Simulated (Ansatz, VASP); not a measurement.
**Rh in VASP and in Ansatz**

The input INCAR:

```
SYSTEM = Rh
PREC = Accurate ; ENCUT = 520
EDIFF = 1E-6 ; ISMEAR = 0
SIGMA = 0.15 ; LREAL = .False.
LASPH = .True. ; NELM = 100
ALGO = Fast ; ISIF = 2
LWAVE = .False. ; LCHARG = .True.
GGA = PS ; LELF = .True.
LVHAR = .True. ; NBANDS = 14
```

KPOINTS

```
regular mesh
0
Gamma
  22 22 22
  0 0 0
```

The input POSCAR:

```
Rh
1.0
    0.0000000000      1.9348271250      1.9015500000
    1.9015500000      0.0000000000      1.9015500000
    1.9015500000      1.9348271250      0.0000000000
Rh
1
Direct
    0.0000000000      0.0000000000      0.0000000000
```

Input for Ansatz:

```yaml
crystal:
  lattice:
    - [0.0, 1.934827125, 1.90155]
    - [1.90155, 0.0, 1.90155]
    - [1.90155, 1.934827125, 0.0]
  atoms:
    - { symbol: Rh, position: [0.0, 0.0, 0.0] }
basis:
  ecutwfc: 420
kpoints:
  mp_grid: { grid: [22, 22, 22] }
hamiltonian:
  xc: pbesol
scf:
  occupations: { method: gaussian, width: 0.15 }
output:
  forces: true
  stress: true
  eigenvalues: true
```

Change from the starting cell: strain +0.0175 x Voigt [0, 1, 0, 0, 0, 0], atoms carried along.

Alike in both runs: task single point; functional PBEsol; k mesh 22 × 22 × 22; occupations gaussian, width 0.15 eV; no spin polarisation.

```csv
,VASP,Ansatz
version,VASP 6.6.1,Ansatz 0.2.0
potentials or method,"VASP PAW PBE potentials, release 64 (Rh_pv), cutoff 520 eV","scalar-relativistic, plane waves, PAW"
valence electrons in the cell,15,17
```

Ansatz gave:

| Item | Value |
| --- | --- |
| gap on the k mesh at the Fermi level (eV) | none |
| pressure (GPa) | -9.5 |
| traceless stress, the component that is largest in VASP (GPa) | -2.76 |

Question: What did VASP give for the same quantities?

Answer: gap on the k mesh at the Fermi level (eV): none; pressure (GPa): -9.6; traceless stress, the component that is largest in VASP (GPa): -2.75.

VASP's potentials were made for PBE, not for PBEsol. A gap of «none» marks a metal or a gap that the smearing closes. VASP's potentials hold 15 valence electrons a cell and Ansatz's 17, so a difference there can come from the potentials and not from the codes.
